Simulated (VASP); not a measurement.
C:

```
CELL_PARAMETERS angstrom
0.00000 1.70583 1.91906
1.70583 0.00000 1.91906
1.70583 1.70583 0.00000
ATOMIC_POSITIONS crystal
C 0.50000 0.50000 0.50000
C 0.75000 0.75000 0.75000
```

This cell differs from its parent crystal: strain -0.040 along x and y, +0.080 along z.

Base run:

- Program: VASP 6.6.1
- Functional: PBEsol
- Potentials or basis: VASP PAW PBE potentials, release 64 (C_h)
- Cutoff: 910 eV
- k mesh: 12 × 12 × 12
- Occupations: gaussian, width 0.05 eV
- Spin: no spin polarisation

Its results: band gap on the k mesh 2.59 eV, indirect (least direct gap 4.56 eV); pressure 2.5 GPa.

The run is repeated on the same cell with these changes: potentials or basis from VASP PAW PBE potentials, release 64 (C_h) to VASP PAW PBE potentials, release 64 (C); cutoff from 910 eV to 520 eV; further incar settings from ALGO = Normal; EDIFF = 1e-06; NBANDS = 11 to ALGO = Normal; EDIFF = 1e-07; NBANDS = 11. What comes out?

Band gap on the k mesh 2.58 eV, indirect (least direct gap 4.55 eV); pressure 3.6 GPa.

Caveats: the PAW data sets were made with another functional, which shifts forces and pressure a little; the cutoff is under 1.25 times the usual one of these potentials, so pressure, stress and relaxed cells hold a basis-set (Pulay) error (some runs).

A k mesh can miss the band edges.
